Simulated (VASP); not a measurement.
A run of VASP 6.6.1:

INCAR

```
PREC = Accurate
ENCUT = 520
EDIFF = 1E-7
ISMEAR = 0
SIGMA = 0.1
LREAL = False
LASPH = True
NELM = 60
ALGO = Normal
ISIF = 2
LWAVE = False
LCHARG = False
GGA = PE
NBANDS = 38
```

File KPOINTS:

```
Automatic mesh
0
Gamma
  6 6 4
```

File POSCAR:

```
Ge2BiP3
1.0
    4.6442256000      0.0000000000      0.0000000000
   -2.3221128000      4.0220173500      0.0000000000
    0.0000000000      0.0000000000      5.6879914800
Ge Bi P
2 1 3
Direct
    0.6666666700      0.3333333300      0.3333333300
    0.3333333300      0.6666666700      0.6666666700
    0.0000000000      0.0000000000      0.0000000000
    0.6666666700      0.3333333300      0.8333333300
    0.3333333300      0.6666666700      0.1666666700
    0.0000000000      0.0000000000      0.5000000000
```

Potentials or basis: VASP PAW PBE potentials, release 64 (Ge_d, Bi_d, P).

Command:

```bash
$ cat potpaw_PBE.64/Ge_d/POTCAR potpaw_PBE.64/Bi_d/POTCAR potpaw_PBE.64/P/POTCAR > POTCAR
$ mpirun -np 1 vasp_std > vasp.out
```

Hardware: 1 thread of Intel(R) Xeon(R) Platinum 8488C (Sapphire Rapids) (shared host).

Question: How long does it take, and how much memory?

Answer: It took 61 s on 1 thread of Intel(R) Xeon(R) Platinum 8488C (Sapphire Rapids), on a shared host, peak memory 0.27 GiB. Counts: scf iterations 13, k points 24.
